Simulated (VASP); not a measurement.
# KTaO3 (P4/mmm) in VASP: a series of runs, part 3 of 3

VASP 6.6.1.

### Step 5. Single point, PBEsol (13.67 Å³/atom)

This run uses another cell than the first one, of 13.67 Å³/atom.

The input, INCAR:

```
  PREC = Accurate
  ENCUT = 520
  EDIFF = 1E-6
  ISMEAR = 0
  SIGMA = 0.05
  LREAL = F
  LASPH = T
  NELM = 100
  ALGO = Normal
  ISIF = 2
  LWAVE = F
  LCHARG = T
  GGA = PS
  LELF = T
  LVHAR = T
  NBANDS = 27
```

The input, KPOINTS:

```
Automatic mesh
0
Gamma
  8 8 8
```

The input, POSCAR:

```
KTaO3
1.0
    3.9277988705      0.0000000000      0.0000000000
    0.0000000000      3.9277988705      0.0000000000
    0.0000000000      0.0000000000      4.4313426858
K Ta O
1 1 3
Direct
    0.5000000000      0.5000000000      0.5000000000
    0.0000000000      0.0000000000      0.0000000000
    0.5000000000      0.0000000000      0.0000000000
    0.0000000000      0.5000000000      0.0000000000
    0.0000000000      0.0000000000      0.5000000000
```

Potentials or basis: VASP PAW PBE potentials, release 64 (K_sv, Ta_pv, O).

Launch:

```sh
cat potpaw_PBE.64/K_sv/POTCAR potpaw_PBE.64/Ta_pv/POTCAR potpaw_PBE.64/O/POTCAR > POTCAR
mpirun -np 1 vasp_std > vasp.out
```

OUTCAR:

```text
PREC = Accurate
   ENCUT = 520
   EDIFF = 1E-6
   ISMEAR = 0
   LREAL = F
   LASPH = T
   NELM = 100
   ISIF = 2
   GGA = PS

 ion  position               nearest neighbor table
   1  0.500  0.500  0.500-   5 2.78   5 2.78   5 2.78   5 2.78   2 3.55   2 3.55   2 3.55   2 3.55
                             2 3.55   2 3.55   2 3.55   2 3.55
   2  0.000  0.000  0.000-   3 1.96   4 1.96   4 1.96   3 1.96   5 2.22   5 2.22   1 3.55   1 3.55
                             1 3.55   1 3.55   1 3.55   1 3.55   1 3.55   1 3.55
   3  0.500  0.000  0.000-   2 1.96   2 1.96
   4  0.000  0.500  0.000-   2 1.96   2 1.96
   5  0.000  0.000  0.500-   2 2.22   2 2.22   1 2.78   1 2.78   1 2.78   1 2.78

  LATTYP: Found a simple tetragonal cell.
 ALAT       =     3.9277988705
 C/A-ratio  =     1.1282000000

  Lattice vectors:

 A1 = (   3.9277988705,   0.0000000000,   0.0000000000)
 A2 = (   0.0000000000,   3.9277988705,   0.0000000000)
 A3 = (   0.0000000000,   0.0000000000,   4.4313426858)

Analysis of symmetry for initial positions (statically):
=====================================================================
[... 180 lines left out ...]

 val. band max:        1.2934832707   @ k =   0.5000   0.5000   0.5000
 cond. band min:       3.0411062873   @ k =   0.0000   0.0000   0.0000
 fundamental gap:      1.7476230166
 Fermi energy:         1.5695949185

 k-point     1 :       0.0000    0.0000    0.0000
  band No.  band energies     occupation
      1     -33.2693      2.00000
      2     -33.2693      2.00000
      3     -33.1823      2.00000
      4     -25.9566      2.00000
      5     -16.5208      2.00000
      6     -15.9643      2.00000
[... 709 lines left out ...]
     26      11.0255      0.00000
     27      11.5836      0.00000

 [... further k-points ...]

------------------------ aborting loop because EDIFF is reached ----------------------------------------

  FORCE on cell =-STRESS in cart. coord.  units (eV):
  Direction    XX          YY          ZZ          XY          YZ          ZX
  --------------------------------------------------------------------------------------
  -------------------------------------------------------------------------------------
  Total        0.5678697      0.5678697    -11.6295621      0.0000000     -0.0000000      0.0000000
  in kB       13.3083873     13.3083873   -272.5461963      0.0000000     -0.0000000      0.0000000
  external PRESSURE =     -81.9764739 kB  Pullay stress =       0.0000000 kB

 VOLUME and BASIS-vectors are now :
 -----------------------------------------------------------------------------
  energy-cutoff  :      520.00
  volume of cell :       68.36
      direct lattice vectors                 reciprocal lattice vectors
     3.927798871  0.000000000  0.000000000     0.254595521  0.000000000  0.000000000
     0.000000000  3.927798871  0.000000000     0.000000000  0.254595521  0.000000000
     0.000000000  0.000000000  4.431342686     0.000000000  0.000000000  0.225665238

 POSITION                                       TOTAL-FORCE (eV/Angst)
 -----------------------------------------------------------------------------------
      1.96390      1.96390      2.21567         0.000000      0.000000      0.000000
      0.00000      0.00000      0.00000         0.000000      0.000000      0.000000
      1.96390      0.00000      0.00000         0.000000      0.000000      0.000000
      0.00000      1.96390      0.00000         0.000000      0.000000      0.000000
      0.00000      0.00000      2.21567         0.000000      0.000000      0.000000
 -----------------------------------------------------------------------------------
    total drift:                                0.000000     -0.000000      0.000000

  FREE ENERGIE OF THE ION-ELECTRON SYSTEM (eV)
  ---------------------------------------------------
  free  energy   TOTEN  =       -42.2109999043 eV

  energy  without entropy=      -42.2109999043  energy(sigma->0) =      -42.21099990
```

stdout:

```text
POSCAR found type information on POSCAR K TaO
 POSCAR found :  3 types and       5 ions
 scaLAPACK will be used
 -----------------------------------------------------------------------------
|                                                                             |
|                                                                             |
|     You enforced a specific xc type in the INCAR file but a different       |
|     I HOPE YOU KNOW WHAT YOU ARE DOING!                                     |
|                                                                             |
 -----------------------------------------------------------------------------

 LDA part: xc-table for (Slater+PW92), standard interpolation
 POSCAR, INCAR and KPOINTS ok, starting setup
 FFT: planning ... GRIDC
 FFT: planning ... GRID_SOFT
 FFT: planning ... GRID
 WAVECAR not read
 entering main loop
```

Run time: 3.4 min. Hardware: 1 thread of Intel Xeon 8259CL, shared host; peak memory 0.27 GiB.

Results:

| Item | Value |
| --- | --- |
| Free energy | -42.2110 eV |
| Pressure | -8.2 GPa |
| Band gap on the k mesh | 1.75 eV (least direct gap 2.11 eV) |

Stress tensor (GPa, compression positive):
```
  1.33   0.00   0.00
  0.00   1.33   0.00
  0.00   0.00 -27.25
```

Caveat: the cell stands under tension; the PAW data sets were made with another functional, which shifts forces and pressure a little; spin-orbit coupling is left out, which moves the levels of the heavy elements. A k mesh can miss the band edges.

### Step 6. Summary

| cell | gap on the mesh (eV) | pressure (GPa) |
| --- | --- | --- |
| a = 4.057, b = 4.057, c = 3.744 Å, 5 atoms | 1.99 | 9.5 |
| a = 3.845, b = 3.845, c = 4.167 Å, 5 atoms | 2.04 | 9.4 |
| a = 3.828, b = 3.828, c = 4.319 Å, 5 atoms | 1.91 | 6.3 |
| a = 3.928, b = 3.928, c = 4.431 Å, 5 atoms | 1.75 | -8.2 |

Alike in all rows: task single point; level PBEsol; potentials or basis VASP PAW PBE potentials, release 64 (K_sv, Ta_pv, O); no spin polarisation; k mesh 8 × 8 × 8; cutoff (eV) 520; smearing gaussian 0.05 eV.

Caveats: the PAW data sets were made with another functional, which shifts forces and pressure a little; spin-orbit coupling is left out, which moves the levels of the heavy elements; the cell stands under pressure (at least some runs); the cell stands under tension (at least some runs).

Total energies depend on the potentials used, so only differences within one code and one set of settings carry meaning.
